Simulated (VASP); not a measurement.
Runs of VASP 6.6.1 on Ni. The structure is cubic, space group Fm-3m (No. 225). The conventional cell has a = 3.535 Å, b = 3.535 Å, c = 3.535 Å, α = 90.00°, β = 90.00°, γ = 90.00°. Within 3.3 Å of Ni (site symmetry m-3m) lie 12 Ni at 2.50 Å. 

```tsv
spin	fixed moment (μB)	pressure (GPa)	moment (μB)
collinear, ferromagnetic start	-	(b)	0.60
collinear, ferromagnetic start	1.9	9.7	1.90
collinear, ferromagnetic start	1.66	2.7	1.66
collinear, ferromagnetic start	0.24	-13.0	0.24
collinear, ferromagnetic start	0.47	(a)	0.47
collinear, ferromagnetic start	1.42	-2.3	1.42
collinear, zero start	0.0	-13.1	0.00
collinear, ferromagnetic start	1.18	(c)	1.18
collinear, ferromagnetic start	0.71	-11.4	0.71
collinear, ferromagnetic start	0.95	-9.5	0.95
```

Alike in all rows: task single point; level PBEsol; potentials or basis VASP PAW PBE potentials, release 64 (Ni); cell as given; k mesh 14 × 14 × 14; cutoff (eV) 520; smearing gaussian 0.1 eV.

Problem. Estimate the missing entries.

Solution. (a) -12.6; (b) -12.3; (c) -6.5.

Caveats: the PAW data sets were made with another functional, which shifts forces and pressure a little; the total moment is fixed, so each spin has its own Fermi level (at least some runs); the cell stands under tension (at least some runs); the cell stands under pressure (at least some runs).
